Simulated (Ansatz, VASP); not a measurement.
**Two plane-wave programs on CaC**

The input INCAR:

```
PREC = Accurate ; ENCUT = 520
EDIFF = 1E-6 ; ISMEAR = 0
SIGMA = 0.1 ; LREAL = F
LASPH = T ; NELM = 60
ALGO = Normal ; ISIF = 2
LWAVE = F ; LCHARG = F
GGA = PE ; NBANDS = 22
```

Contents of KPOINTS:

```
Automatic mesh
0
Gamma
  6 6 6
```

Contents of POSCAR:

```
CaC
1.0
    1.9908367724     -5.0513399459      0.0000000000
    1.9908367724      5.0513399459      0.0000000000
    0.0000000000      0.0000000000      3.8559469063
Ca C
2 2
Direct
    0.8620000000      0.1380000000      0.7500000000
    0.1380000000      0.8620000000      0.2500000000
    0.5830000000      0.4170000000      0.7500000000
    0.4170000000      0.5830000000      0.2500000000
```

Input for Ansatz:

```yaml
crystal:
  lattice:
    - [1.9908367724, -5.0513399459, 0.0]
    - [1.9908367724, 5.0513399459, 0.0]
    - [0.0, 0.0, 3.8559469063]
  atoms:
    - { symbol: Ca, position: [0.862, 0.138, 0.75] }
    - { symbol: Ca, position: [0.138, 0.862, 0.25] }
    - { symbol: C, position: [0.583, 0.417, 0.75] }
    - { symbol: C, position: [0.417, 0.583, 0.25] }
basis:
  ecutwfc: 420
kpoints:
  mp_grid: { grid: [6, 6, 6] }
hamiltonian:
  xc: pbe
scf:
  occupations: { method: gaussian, width: 0.1 }
  lower_state_search: "off"
output:
  forces: true
  stress: true
  eigenvalues: true
```

Alike in both runs: task single point; functional PBE; k mesh 6 × 6 × 6; occupations gaussian, width 0.1 eV; no spin polarisation.

|  | VASP | Ansatz |
| --- | --- | --- |
| version | VASP 6.6.1 | Ansatz 0.2.0 |
| potentials or method | VASP PAW PBE potentials, release 64 (Ca_sv, C), cutoff 520 eV | scalar-relativistic, plane waves, PAW |
| valence electrons in the cell | 28 | 28 |

Ansatz gave:

```
gap on the k mesh at the Fermi level (eV)                     : none
pressure (GPa)                                                : -12.7
traceless stress, the component that is largest in VASP (GPa) : 3.03
rms of the force components (eV/Å)                            : 0.559
```

What did VASP give for the same quantities?

gap on the k mesh at the Fermi level (eV): none; pressure (GPa): -12.5; traceless stress, the component that is largest in VASP (GPa): 3.04; rms of the force components (eV/Å): 0.558.

Atom by atom the forces differ by 0.002 eV/Å (rms over components). A gap of «none» marks a metal or a gap that the smearing closes. The functional is the same, so the differences come from potentials, cutoffs and numerics.
